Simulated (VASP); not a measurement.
# Rh (I4/mmm) in VASP: further runs

Rh is run at these levels: PBE; tasks: single point.

All numbers are computed with VASP 6.6.1; they aren't measurements. Logs are shortened: lines on timing, memory, paths and dates and some standing lists are left out, and cuts for length are marked.

## (1) The cell of the first run

It takes space group I4/mmm (No. 139, tetragonal). Conventional cell: a = 2.745 Å, b = 2.745 Å, c = 3.727 Å, α = 90.00°, β = 90.00°, γ = 90.00°. Rh (site symmetry 4/mmm) has 12 Rh at 2.69 to 2.75 Å within 3.5 Å.

## (2) Single point, PBE

The input, INCAR:

```
SYSTEM = Rh
PREC = Accurate ; ENCUT = 520
EDIFF = 1E-6 ; ISMEAR = 0
SIGMA = 0.15 ; LREAL = .FALSE.
LASPH = .TRUE. ; NELM = 80
ALGO = Fast ; ISIF = 2
LWAVE = .FALSE. ; LCHARG = .FALSE.
GGA = PE ; NBANDS = 14
```

The input, KPOINTS:

```
regular mesh
0
G
  30 30 30
  0 0 0
```

The input, POSCAR:

```
Rh
1.0
    0.0000000000      1.9412010745      1.8635530316
    1.9412010745      0.0000000000      1.8635530316
    1.9412010745      1.9412010745      0.0000000000
Rh
1
Direct
    0.0000000000      0.0000000000      0.0000000000
```

Potentials or basis: VASP PAW PBE potentials, release 64 (Rh_pv).

The run is started by

```
$ cat potpaw_PBE.64/Rh_pv/POTCAR > POTCAR
$ mpirun -np 1 vasp_std > vasp.out
```

OUTCAR:

```text
SYSTEM = Rh
   PREC = Accurate
   ENCUT = 520
   EDIFF = 1E-6
   ISMEAR = 0
   LREAL = .FALSE.
   LASPH = .TRUE.
   NELM = 80
   ISIF = 2
   GGA = PE

 ion  position               nearest neighbor table
   1  0.000  0.000  0.000-

  LATTYP: Found a body centered tetragonal cell.
 ALAT       =     2.7452728869
 C/A-ratio  =     1.3576450199

  Lattice vectors:

 A1 = (   0.0000000000,  -1.9412010745,  -1.8635530316)
 A2 = (   0.0000000000,   1.9412010745,  -1.8635530316)
 A3 = (   1.9412010745,   0.0000000000,   1.8635530316)

Analysis of symmetry for initial positions (statically):
=====================================================================
 Subroutine PRICEL returns:
 Original cell was already a primitive cell.

 Routine SETGRP: Setting up the symmetry group for a
 body centered tetragonal supercell.

 Subroutine GETGRP returns: Found 16 space group operations
 (whereof 16 operations were pure point group operations)
 out of a pool of 16 trial point group operations.

The static configuration has the point symmetry D_4h.

Analysis of symmetry for dynamics (positions and initial velocities):
=====================================================================
 Subroutine PRICEL returns:
 Original cell was already a primitive cell.

 Routine SETGRP: Setting up the symmetry group for a
 body centered tetragonal supercell.

 Subroutine GETGRP returns: Found 16 space group operations
 (whereof 16 operations were pure point group operations)
 out of a pool of 16 trial point group operations.

The dynamic configuration has the point symmetry D_4h.

 Subroutine INISYM returns: Found 16 space group operations
 (whereof 16 operations are pure point group operations),
 and found     1 'primitive' translations

----------------------------------------------------------------------------------------

                                     Primitive cell

  volume of cell :      14.0447

  direct lattice vectors                    reciprocal lattice vectors
     0.000000000  1.941201074  1.863553032    -0.257572493  0.257572493  0.268304680
     1.941201074  0.000000000  1.863553032     0.257572493 -0.257572493  0.268304680
     1.941201074  1.941201074  0.000000000     0.257572493  0.257572493 -0.268304680

  length of vectors
     2.690927631  2.690927631  2.745272887     0.452409747  0.452409747  0.452409747

  position of ions in fractional coordinates (direct lattice)
     0.000000000  0.000000000  0.000000000

  ion indices of the primitive-cell ions
   primitive index   ion index
                 1           1

----------------------------------------------------------------------------------------

 KPOINTS: regular mesh

Automatic generation of k-mesh.
 Grid dimensions read from file:
 generate k-points for:   30   30   30

 Generating k-lattice:

  Cartesian coordinates                     Fractional coordinates (reciprocal lattice)
    -0.008585750  0.008585750  0.008943489     0.033333333  0.000000000  0.000000000
     0.008585750 -0.008585750  0.008943489     0.000000000  0.033333333  0.000000000
     0.008585750  0.008585750 -0.008943489    -0.000000000 -0.000000000  0.033333333

  Length of vectors
     0.015080325  0.015080325  0.015080325

  Shift w.r.t. Gamma in fractional coordinates (k-lattice)
     0.000000000  0.000000000  0.000000000

 Subroutine IBZKPT returns following result:
 ===========================================

 Found   1992 irreducible k-points:

 Following reciprocal coordinates:
            Coordinates               Weight
  0.000000  0.000000  0.000000      1.000000
  0.033333 -0.000000  0.000000      8.000000
  0.066667  0.000000  0.000000      8.000000
  0.100000  0.000000  0.000000      8.000000
  0.133333  0.000000  0.000000      8.000000
  0.166667  0.000000  0.000000      8.000000
[... 16 lines left out ...]
  0.233333  0.033333  0.000000      8.000000
  0.266667  0.033333  0.000000      8.000000
 [... further k-points ...]
   k-points           NKPTS =   1992   k-points in BZ     NKDIM =   1992   number of bands    NBANDS=     14
   number of dos      NEDOS =    301   number of ions     NIONS =      1
   total plane-waves  NPLWV =   8000
   dimension x,y,z NGX =    20 NGY =   20 NGZ =   20
   dimension x,y,z NGXF=    40 NGYF=   40 NGZF=   40
   ions per type =               1
   NGX,Y,Z   is equivalent  to a cutoff of  12.36, 12.36, 12.11 a.u.
   NGXF,Y,Z  is equivalent  to a cutoff of  24.71, 24.71, 24.22 a.u.
 SYSTEM =  Rh
   PREC   = accura    normal or accurate (medium, high low for compatibility)
   ISTART =      0    job   : 0-new  1-cont  2-samecut
   ICHARG =      2    charge: 1-file 2-atom 10-const
   ISPIN  =      1    spin polarized calculation?
   LNONCOLLINEAR =      F non collinear calculations
   LSORBIT =      F    spin-orbit coupling
   LASPH  =      T    aspherical Exc in radial PAW
   ENCUT  =  520.0 eV  38.22 Ry    6.18 a.u.   5.00  5.00  5.10*2*pi/ulx,y,z
   NELM   =     80;   NELMIN=  2; NELMDL= -5     # of ELM steps
   EDIFF  = 0.1E-05   stopping-criterion for ELM
   LREAL  =      F    real-space projection
   EDIFFG = 0.1E-04   stopping-criterion for IOM
   NSW    =      0    number of steps for IOM
   IBRION =     -1    ionic relax: 0-MD 1-quasi-New 2-CG
   NFREE  =      0    steps in history (QN), initial steepest desc. (CG)
   ISIF   =      2    stress and relaxation
   ISYM   =      2    0-nonsym 1-usesym 2-fastsym
   POTIM  = 0.5000    time-step for ionic-motion
   TEBEG  =    0.0;   TEEND  =   0.0 temperature during run
   PSTRESS=    0.0 pullay stress
   NELECT =      15.0000    total number of electrons
   NUPDOWN=      -1.0000    fix difference up-down
   EMIN   =  10.00;   EMAX   =-10.00  energy-range for DOS
   EFERMI =   0.00;   METHOD = LEGACY
   ISMEAR =     0;   SIGMA  =   0.15  broadening in eV -4-tet -1-fermi 0-gaus
   EFERMI_NEDOS =   21; number of points for ismear=-14 and -15
   IALGO  =     68    algorithm
   IMIX   =      4    mixing-type and parameters
     AMIX     =   0.40;   BMIX     =  1.00
     AMIX_MAG =   1.60;   BMIX_MAG =  1.00
  volume/ion in A,a.u.               =      14.04        94.78
  Fermi-wavevector in a.u.,A,eV,Ry     =   1.673405  3.162276 38.100167  2.800283
  Thomas-Fermi vector in A             =   2.758382
   LORBIT       =      0    0 simple, 1 ext, 2 COOP (PROOUT), +10 PAW based schemes
   GGA     = PE    functional components
   LHFCALC =     F    Hartree Fock is set to
   AEXX    =    0.0000 exact exchange contribution
   IVDW    =     0    specifies the selected vdW correction
   LEPSILON=     F    determine dielectric tensor
   LRPA    =     F    only Hartree local field effects (RPA)
 non-spin polarized calculation
 RMM-DIIS sequential band-by-band and
 Gauss-broadening in eV      SIGMA  =   0.15
  energy-cutoff  :      520.00
  volume of cell :       14.04
 maximum number of plane-waves:       392
   NGX =  9   NGY =  9   NGZ = 11

 number of electron      15.0000000 magnetization

 Free energy of the ion-electron system (eV)
  ---------------------------------------------------
  ext. energy  EPLUGINS =         0.00000000
  ---------------------------------------------------
  free energy    TOTEN  =        -7.25516363 eV

  energy without entropy =       -7.23997155  energy(sigma->0) =       -7.24756759

 E-fermi :  11.5090     XC(G=0): -13.8942

 val. band max:       11.5071049569   @ k =   0.3333   0.1000   0.0333
 cond. band min:      11.5097531100   @ k =  -0.4667   0.4000   0.0000
 fundamental gap:      0.0026481531
 Fermi energy:        11.5089798424

 k-point     1 :       0.0000    0.0000    0.0000
  band No.  band energies     occupation
      1     -34.8313      2.00000
      2     -34.8313      2.00000
      3     -34.8080      2.00000
      4       3.7151      2.00000
      5       8.4120      2.00000
      6       8.4120      2.00000
      7       8.8229      2.00000
      8      10.2962      2.00000
      9      10.7953      2.00000
     10      27.5554      0.00000
     11      32.1144      0.00000
     12      32.4587      0.00000
     13      32.4587      0.00000
     14      33.7206      0.00000

 k-point     2 :       0.0333   -0.0000    0.0000
  band No.  band energies     occupation
      1     -34.8369      2.00000
      2     -34.8326      2.00000
      3     -34.8109      2.00000
      4       3.7594      2.00000
      5       8.4065      2.00000
      6       8.4294      2.00000
      7       8.8259      2.00000
      8      10.2887      2.00000
      9      10.7832      2.00000
     10      27.6187      0.00000
     11      32.1136      0.00000
     12      32.3081      0.00000
     13      32.5218      0.00000
     14      33.6540      0.00000

 k-point     3 :       0.0667    0.0000    0.0000
  band No.  band energies     occupation
      1     -34.8565      2.00000
      2     -34.8363      2.00000
      3     -34.8164      2.00000
      4       3.8904      2.00000
      5       8.3833      2.00000
      6       8.4788      2.00000
      7       8.8425      2.00000
      8      10.2695      2.00000
      9      10.7496      2.00000
     10      27.8011      0.00000
     11      31.7872      0.00000
     12      32.1168      0.00000
     13      32.7087      0.00000
     14      33.6635      0.00000
[... 324 lines left out ...]
 k-point    23 :       0.2333    0.0333    0.0000
  band No.  band energies     occupation
      1     -35.1140      2.00000
      2     -34.8872      2.00000
      3     -34.8462      2.00000
      4       5.3173      2.00000
      5       8.2375      2.00000
      6       8.7528      2.00000
      7       9.0855      2.00000
      8      10.5486      2.00000
      9      10.6387      2.00000
     10      27.3336      0.00000
     11      29.1149      0.00000
     12      32.1152      0.00000
     13      34.3047      0.00000
     14      35.8469      0.00000

 k-point    24 :       0.2667    0.0333    0.0000
  band No.  band energies     occupation
      1     -35.1849      2.00000
      2     -34.8993      2.00000
      3     -34.8537      2.00000
      4       5.5705      2.00000
      5       8.4205      2.00000
      6       8.7132      2.00000
      7       9.0801      2.00000
      8      10.6862      2.00000
      9      10.8518      2.00000
     10      26.2925      0.00000
     11      28.9980      0.00000
     12      32.1153      0.00000
     13      34.5865      0.00000
     14      36.5061      0.00000

 [... further k-points ...]

------------------------ aborting loop because EDIFF is reached ----------------------------------------

  FORCE on cell =-STRESS in cart. coord.  units (eV):
  Direction    XX          YY          ZZ          XY          YZ          ZX
  --------------------------------------------------------------------------------------
  -------------------------------------------------------------------------------------
  Total       -0.2321259     -0.2321259      0.5599355      0.0000000     -0.0000000     -0.0000000
  in kB      -26.4802126    -26.4802126     63.8757122      0.0000000     -0.0000000     -0.0000000
  external PRESSURE =       3.6384290 kB  Pullay stress =       0.0000000 kB

 VOLUME and BASIS-vectors are now :
 -----------------------------------------------------------------------------
  energy-cutoff  :      520.00
  volume of cell :       14.04
      direct lattice vectors                 reciprocal lattice vectors
     0.000000000  1.941201074  1.863553032    -0.257572493  0.257572493  0.268304680
     1.941201074  0.000000000  1.863553032     0.257572493 -0.257572493  0.268304680
     1.941201074  1.941201074  0.000000000     0.257572493  0.257572493 -0.268304680

 POSITION                                       TOTAL-FORCE (eV/Angst)
 -----------------------------------------------------------------------------------
      0.00000      0.00000      0.00000        -0.000000      0.000000      0.000000
 -----------------------------------------------------------------------------------
    total drift:                                0.000000      0.000000      0.000000

  FREE ENERGIE OF THE ION-ELECTRON SYSTEM (eV)
  ---------------------------------------------------
  free  energy   TOTEN  =        -7.2551636273 eV

  energy  without entropy=       -7.2399715516  energy(sigma->0) =       -7.24756759
```

Wall time 7.7 min (1 thread of Intel Xeon Platinum 8259CL at 2.50GHz (Skylake/Cascade Lake), shared host); peak memory 0.44 GiB.

Results:

```
Free energy            : -7.2552 eV
Pressure               : 0.4 GPa
Band gap on the k mesh : zero (an odd number of electrons rules out a gap without spin polarisation)
```

Caveat: the stress differs along the axes, from -3 to 6 GPa.

(Continued in part 2 of 2.)
